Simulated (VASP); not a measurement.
# Se (P6/mmm) in VASP: notebook

Se is run at these levels: r2SCAN; tasks: single point.

All numbers are computed with VASP 6.6.1; they aren't measurements. Logs are shortened: lines on timing, memory, paths and dates and some standing lists are left out, and cuts for length are marked.

## Step 1: The cell of the first run

Symmetry: P6/mmm, No. 191, hexagonal system. Conventional cell: a = 6.356 Å, b = 6.356 Å, c = 2.317 Å, α = 90.00°, β = 90.00°, γ = 120.00°. Se (site symmetry 6/mmm) has 2 Se at 2.32 Å within 3.1 Å. Se (site symmetry -6m2) has 2 Se at 2.32 Å within 3.1 Å.

This isn't the form of Se at room conditions, which is trigonal, of chains.

## Step 2: Single point, r2SCAN (27.02 Å³/atom)

Input file POSCAR:

```
Se
1.0
    6.3560819905      0.0000000000      0.0000000000
   -3.1780409952      5.5045284723      0.0000000000
    0.0000000000      0.0000000000      2.3166975812
Se
3
Direct
    1.0000000000      0.0000000000      0.0000000000
    0.3333333333      0.6666666667      0.5000000000
    0.6666666667      0.3333333333      0.5000000000
```

Input file INCAR.step1:

```
PREC = Accurate
ENCUT = 520
ISMEAR = -1
SIGMA = 0.1
LREAL = False
LASPH = True
NELM = 80
NBANDS = 16
GGA = PE
ALGO = Normal
EDIFF = 1E-4
LWAVE = True
LCHARG = False
```

Input file INCAR.step2:

```
PREC = Accurate
ENCUT = 520
EDIFF = 1E-6
ISMEAR = -1
SIGMA = 0.1
LREAL = False
LASPH = True
NELM = 80
ALGO = Normal
ISIF = 2
LWAVE = False
LCHARG = True
METAGGA = R2SCAN
LMIXTAU = True
LELF = True
LVHAR = True
NBANDS = 16
ISTART = 1
```

Input file KPOINTS:

```
Automatic mesh
0
Gamma
  7 7 15
```

Potentials or basis: VASP PAW PBE potentials, release 64 (Se).

Launch:

```
$ cat potpaw_PBE.64/Se/POTCAR > POTCAR
$ cp INCAR.step1 INCAR
$ mpirun -np 1 vasp_std > vasp.out
$ cp INCAR.step2 INCAR
$ mpirun -np 1 vasp_std > vasp.out
```

OUTCAR:

```text
PREC = Accurate
   ENCUT = 520
   EDIFF = 1E-6
   ISMEAR = -1
   LREAL = False
   LASPH = True
   NELM = 80
   ISIF = 2
   METAGGA = R2SCAN
   ISTART = 1

 ion  position               nearest neighbor table
   1  0.000  0.000  0.000-
   2  0.333  0.667  0.500-
   3  0.667  0.333  0.500-

  LATTYP: Found a hexagonal cell.
 ALAT       =     6.3560819905
 C/A-ratio  =     0.3644851631

  Lattice vectors:

 A1 = (   6.3560819905,   0.0000000000,   0.0000000000)
 A2 = (  -3.1780409952,   5.5045284723,   0.0000000000)
 A3 = (   0.0000000000,   0.0000000000,   2.3166975812)

Analysis of symmetry for initial positions (statically):
=====================================================================
 Subroutine PRICEL returns:
 Original cell was already a primitive cell.

 Routine SETGRP: Setting up the symmetry group for a
 hexagonal supercell.

 Subroutine GETGRP returns: Found 24 space group operations
 (whereof 24 operations were pure point group operations)
 out of a pool of 24 trial point group operations.

The static configuration has the point symmetry D_6h.

Analysis of symmetry for dynamics (positions and initial velocities):
=====================================================================
 Subroutine PRICEL returns:
 Original cell was already a primitive cell.

 Routine SETGRP: Setting up the symmetry group for a
 hexagonal supercell.

 Subroutine GETGRP returns: Found 24 space group operations
 (whereof 24 operations were pure point group operations)
 out of a pool of 24 trial point group operations.

The dynamic configuration has the point symmetry D_6h.

 Subroutine INISYM returns: Found 24 space group operations
 (whereof 24 operations are pure point group operations),
 and found     1 'primitive' translations

----------------------------------------------------------------------------------------

                                     Primitive cell

  volume of cell :      81.0548

  direct lattice vectors                    reciprocal lattice vectors
     6.356081990  0.000000000  0.000000000     0.157329626  0.090834302  0.000000000
    -3.178040995  5.504528472  0.000000000     0.000000000  0.181668603  0.000000000
     0.000000000  0.000000000  2.316697581     0.000000000  0.000000000  0.431648916

  length of vectors
     6.356081990  6.356081990  2.316697581     0.181668603  0.181668603  0.431648916

  position of ions in fractional coordinates (direct lattice)
     0.000000000  0.000000000  0.000000000
     0.333333333  0.666666667  0.500000000
     0.666666667  0.333333333  0.500000000

  ion indices of the primitive-cell ions
   primitive index   ion index
                 1           1
                 2           2
                 3           3

----------------------------------------------------------------------------------------

 KPOINTS: Automatic mesh

Automatic generation of k-mesh.
 Grid dimensions read from file:
 generate k-points for:    7    7   15

 Generating k-lattice:

  Cartesian coordinates                     Fractional coordinates (reciprocal lattice)
     0.022475661  0.012976329  0.000000000     0.142857143 -0.000000000  0.000000000
     0.000000000  0.025952658  0.000000000     0.000000000  0.142857143  0.000000000
     0.000000000  0.000000000  0.028776594     0.000000000  0.000000000  0.066666667

  Length of vectors
     0.025952658  0.025952658  0.028776594

  Shift w.r.t. Gamma in fractional coordinates (k-lattice)
     0.000000000  0.000000000  0.000000000

 Subroutine IBZKPT returns following result:
 ===========================================

 Found     64 irreducible k-points:

 Following reciprocal coordinates:
            Coordinates               Weight
  0.000000  0.000000  0.000000      1.000000
  0.142857 -0.000000  0.000000      6.000000
  0.285714 -0.000000  0.000000      6.000000
  0.428571  0.000000  0.000000      6.000000
  0.142857  0.142857  0.000000      6.000000
  0.285714  0.142857  0.000000     12.000000
[... 16 lines left out ...]
  0.428571  0.142857  0.133333     12.000000
  0.285714  0.285714  0.133333     12.000000
 [... further k-points ...]
   k-points           NKPTS =     64   k-points in BZ     NKDIM =     64   number of bands    NBANDS=     16
   number of dos      NEDOS =    301   number of ions     NIONS =      3
   total plane-waves  NPLWV =  41472
   dimension x,y,z NGX =    48 NGY =   48 NGZ =   18
   dimension x,y,z NGXF=    96 NGYF=   96 NGZF=   36
   ions per type =               3
   NGX,Y,Z   is equivalent  to a cutoff of  12.55, 12.55, 12.92 a.u.
   NGXF,Y,Z  is equivalent  to a cutoff of  25.11, 25.11, 25.83 a.u.
 SYSTEM =  unknown system
   PREC   = accura    normal or accurate (medium, high low for compatibility)
   ISTART =      1    job   : 0-new  1-cont  2-samecut
   ICHARG =      0    charge: 1-file 2-atom 10-const
   ISPIN  =      1    spin polarized calculation?
   LNONCOLLINEAR =      F non collinear calculations
   LSORBIT =      F    spin-orbit coupling
   LASPH  =      T    aspherical Exc in radial PAW
   ENCUT  =  520.0 eV  38.22 Ry    6.18 a.u.  11.82 11.82  4.31*2*pi/ulx,y,z
   NELM   =     80;   NELMIN=  2; NELMDL=  0     # of ELM steps
   EDIFF  = 0.1E-05   stopping-criterion for ELM
   LREAL  =      F    real-space projection
   EDIFFG = 0.1E-04   stopping-criterion for IOM
   NSW    =      0    number of steps for IOM
   IBRION =     -1    ionic relax: 0-MD 1-quasi-New 2-CG
   NFREE  =      0    steps in history (QN), initial steepest desc. (CG)
   ISIF   =      2    stress and relaxation
   ISYM   =      2    0-nonsym 1-usesym 2-fastsym
   POTIM  = 0.5000    time-step for ionic-motion
   TEBEG  =    0.0;   TEEND  =   0.0 temperature during run
   PSTRESS=    0.0 pullay stress
   NELECT =      18.0000    total number of electrons
   NUPDOWN=      -1.0000    fix difference up-down
   EMIN   =  10.00;   EMAX   =-10.00  energy-range for DOS
   EFERMI =   0.00;   METHOD = LEGACY
   ISMEAR =    -1;   SIGMA  =   0.10  broadening in eV -4-tet -1-fermi 0-gaus
   EFERMI_NEDOS =   21; number of points for ismear=-14 and -15
   IALGO  =     38    algorithm
   IMIX   =      4    mixing-type and parameters
     AMIX     =   0.40;   BMIX     =  1.00
     AMIX_MAG =   1.60;   BMIX_MAG =  1.00
  volume/ion in A,a.u.               =      27.02       182.33
  Fermi-wavevector in a.u.,A,eV,Ry     =   0.991378  1.873433 13.372223  0.982831
  Thomas-Fermi vector in A             =   2.123115
   LORBIT       =      0    0 simple, 1 ext, 2 COOP (PROOUT), +10 PAW based schemes
   METAGGA = R2SCAN    functional components
   LHFCALC =     F    Hartree Fock is set to
   AEXX    =    0.0000 exact exchange contribution
   IVDW    =     0    specifies the selected vdW correction
   LEPSILON=     F    determine dielectric tensor
   LRPA    =     F    only Hartree local field effects (RPA)
 non-spin polarized calculation
  energy-cutoff  :      520.00
  volume of cell :       81.05
 maximum number of plane-waves:      2217
 NGX is ok and might be reduce to    48
   NGX = 23   NGY = 23   NGZ =  9

 number of electron      18.0000004 magnetization

 Free energy of the ion-electron system (eV)
  ---------------------------------------------------
  ext. energy  EPLUGINS =         0.00000000
  ---------------------------------------------------
  free energy    TOTEN  =       -40.93655343 eV

  energy without entropy =      -40.83160029  energy(sigma->0) =      -40.88407686

 E-fermi :   2.1950     XC(G=0):  -9.3753

 val. band max:        2.1891959747   @ k =   0.1429  -0.0000   0.4000
 cond. band min:       2.2139054712   @ k =   0.4286   0.0000   0.3333
 fundamental gap:      0.0247094965
 Fermi energy:         2.1950300932

 k-point     1 :       0.0000    0.0000    0.0000
  band No.  band energies     occupation
      1     -14.0893      2.00000
      2     -13.3969      2.00000
      3     -13.3781      2.00000
      4      -2.2437      2.00000
      5      -2.2437      2.00000
      6      -2.2380      2.00000
[... 8 lines left out ...]
     15      11.9491      0.00000
     16      11.9491      0.00000

 k-point     2 :       0.1429   -0.0000    0.0000
  band No.  band energies     occupation
      1     -14.0530      2.00000
      2     -13.4203      2.00000
      3     -13.4002      2.00000
      4      -2.6413      2.00000
      5      -2.5434      2.00000
      6      -1.7494      2.00000
[... 8 lines left out ...]
     15      12.0507      0.00000
     16      12.1269      0.00000

 k-point     3 :       0.2857   -0.0000    0.0000
  band No.  band energies     occupation
      1     -13.9510      2.00000
      2     -13.5030      2.00000
      3     -13.4406      2.00000
      4      -2.9221      2.00000
      5      -2.5142      2.00000
      6      -1.2099      2.00000
[... 8 lines left out ...]
     15      12.1115      0.00000
     16      12.3671      0.00000

 k-point     4 :       0.4286    0.0000    0.0000
  band No.  band energies     occupation
      1     -13.8035      2.00000
      2     -13.6413      2.00000
      3     -13.4670      2.00000
      4      -3.0664      2.00000
      5      -2.1508      2.00000
      6      -1.5079      2.00000
[... 8 lines left out ...]
     15      12.1973      0.00000
     16      12.2892      0.00000
[... 324 lines left out ...]
 k-point    22 :       0.2857    0.1429    0.1333
  band No.  band energies     occupation
      1     -13.3532      2.00000
      2     -13.0544      2.00000
      3     -12.9843      2.00000
      4      -2.3944      2.00000
      5      -2.0174      2.00000
      6      -0.7989      2.00000
[... 8 lines left out ...]
     15       9.6703      0.00000
     16      11.3347      0.00000

 k-point    23 :       0.4286    0.1429    0.1333
  band No.  band energies     occupation
      1     -13.2071      2.00000
      2     -13.1934      2.00000
      3     -13.0001      2.00000
      4      -2.4566      2.00000
      5      -1.5187      2.00000
      6      -1.5144      2.00000
[... 8 lines left out ...]
     15       9.5060      0.00000
     16      11.9711      0.00000

 k-point    24 :       0.2857    0.2857    0.1333
  band No.  band energies     occupation
      1     -13.2247      2.00000
      2     -13.0966      2.00000
      3     -13.0819      2.00000
      4      -2.0707      2.00000
      5      -2.0684      2.00000
      6      -1.4950      2.00000
[... 8 lines left out ...]
     15       9.0608      0.00000
     16      12.6595      0.00000

 [... further k-points ...]

------------------------ aborting loop because EDIFF is reached ----------------------------------------

  FORCE on cell =-STRESS in cart. coord.  units (eV):
  Direction    XX          YY          ZZ          XY          YZ          ZX
  --------------------------------------------------------------------------------------
  -------------------------------------------------------------------------------------
  Total        0.4951516      0.4951516      6.0225043      0.0000000     -0.0000000      0.0000000
  in kB        9.7874561      9.7874561    119.0443379      0.0000000     -0.0000000      0.0000000
  external PRESSURE =      46.2064167 kB  Pullay stress =       0.0000000 kB

 VOLUME and BASIS-vectors are now :
 -----------------------------------------------------------------------------
  energy-cutoff  :      520.00
  volume of cell :       81.05
      direct lattice vectors                 reciprocal lattice vectors
     6.356081990  0.000000000  0.000000000     0.157329626  0.090834302  0.000000000
    -3.178040995  5.504528472  0.000000000     0.000000000  0.181668603  0.000000000
     0.000000000  0.000000000  2.316697581     0.000000000  0.000000000  0.431648916

 POSITION                                       TOTAL-FORCE (eV/Angst)
 -----------------------------------------------------------------------------------
      0.00000      0.00000      0.00000         0.000000      0.000000      0.000000
     -0.00000      3.66969      1.15835         0.000000      0.000000     -0.000000
      3.17804      1.83484      1.15835        -0.000000      0.000000      0.000000
 -----------------------------------------------------------------------------------
    total drift:                               -0.000000      0.000000     -0.000000

  FREE ENERGIE OF THE ION-ELECTRON SYSTEM (eV)
  ---------------------------------------------------
  free  energy   TOTEN  =       -40.9365534303 eV

  energy  without entropy=      -40.8316002862  energy(sigma->0) =      -40.88407686
```

Run time: 2.2 min. Hardware: 1 thread of Intel Xeon Platinum 8488C (Sapphire Rapids), shared host; peak memory 0.24 GiB.

Results:

```
Free energy            : -40.9366 eV
Pressure               : 4.6 GPa
Band gap on the k mesh : zero (bands 9 and 10 overlap by 2.36 eV)
```

Levels at points of the mesh, in eV from the Fermi level:
```tsv
k point	band 7	band 8	band 9	band 10	band 11	band 12
(0.00, 0.00, 0.00)	-4.43	-1.81	-1.81	4.84	9.46	9.46
```

Caveat: the stress differs along the axes, from 1 to 12 GPa; the PAW data sets were made with another functional, which shifts forces and pressure a little.

(Continued in part 2 of 2.)

The gap in the log of VASP goes by the Fermi energy; the results here count the filled bands.